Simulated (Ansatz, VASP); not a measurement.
# Two plane-wave programs on GaN

The input INCAR:

```
SYSTEM = GaN
PREC     = Accurate       ! precision mode
ENCUT    = 520            ! plane-wave cutoff, eV
EDIFF    = 1E-6           ! SCF threshold, eV
ISMEAR   = 0              ! smearing method
SIGMA    = 0.05           ! smearing width, eV
LREAL    = .False.        ! projectors in reciprocal space
LASPH    = .True.         ! aspherical terms in the spheres
NELM     = 80             ! most SCF steps
ALGO     = Normal         ! electronic algorithm
ISIF     = 2              ! what is computed and relaxed
LWAVE    = .False.        ! write WAVECAR
LCHARG   = .True.         ! write CHGCAR
GGA      = PE             ! functional
LELF     = .True.         ! ELF
LVHAR    = .True.       
NBANDS   = 26             ! bands
```

The input KPOINTS:

```
regular mesh
0
Gamma
  12 12 6
  0 0 0
```

File POSCAR:

```
GaN
1.0
    3.1799996605      0.0000000000      0.0000000000
   -1.5899998303      2.7539604900      0.0000000000
    0.0000000000      0.0000000000      5.1660000000
Ga N
2 2
Direct
    0.3228111146      0.6589638679      0.0000000000
    0.6771888854      0.3410361321      0.5000000000
    0.3420921647      0.6730785762      0.3750000000
    0.6579078353      0.3269214238      0.8750000000
```

Input for Ansatz:

```yaml
crystal:
  lattice:
    - [3.1799996605, 0.0, 0.0]
    - [-1.5899998303, 2.75396049, 0.0]
    - [0.0, 0.0, 5.166]
  atoms:
    - { symbol: Ga, position: [0.3228111146, 0.6589638679, 0.0] }
    - { symbol: Ga, position: [0.6771888854, 0.3410361321, 0.5] }
    - { symbol: "N", position: [0.3420921647, 0.6730785762, 0.375] }
    - { symbol: "N", position: [0.6579078353, 0.3269214238, 0.875] }
basis:
  ecutwfc: 420
kpoints:
  mp_grid: { grid: [12, 12, 6] }
hamiltonian:
  xc: pbe
scf:
  occupations: { method: gaussian, width: 0.05 }
output:
  forces: true
  stress: true
  eigenvalues: true
```

Change from the starting cell: mode 4 (132.6 1/cm) frozen in, largest displacement -0.030 Å.

Alike in both runs: task single point; functional PBE; k mesh 12 × 12 × 6; occupations gaussian, width 0.05 eV; no spin polarisation.

|  | VASP | Ansatz |
| --- | --- | --- |
| version | VASP 6.6.1 | Ansatz 0.2.0 |
| potentials or method | VASP PAW PBE potentials, release 64 (Ga_d, N), cutoff 520 eV | scalar-relativistic, plane waves, PAW |
| valence electrons in the cell | 36 | 36 |

|  | VASP | Ansatz | Ansatz less VASP |
| --- | --- | --- | --- |
| gap on the k mesh at the Fermi level (eV) | 1.95 | 1.94 | -0.008 |
| least direct gap on the mesh (eV) | 1.95 | 1.94 | -0.008 |
| pressure (GPa) | 7.3 | 7.3 | -0.08 |
| traceless stress, the component that is largest in VASP (GPa) | 1.42 | 1.42 | -0.008 |
| rms of the force components (eV/Å) | 0.093 | 0.094 | +0.0011 |

Atom by atom the forces differ by 0.001 eV/Å (rms over components). With one functional, cell and mesh, what is left measures potentials, basis and numerics.
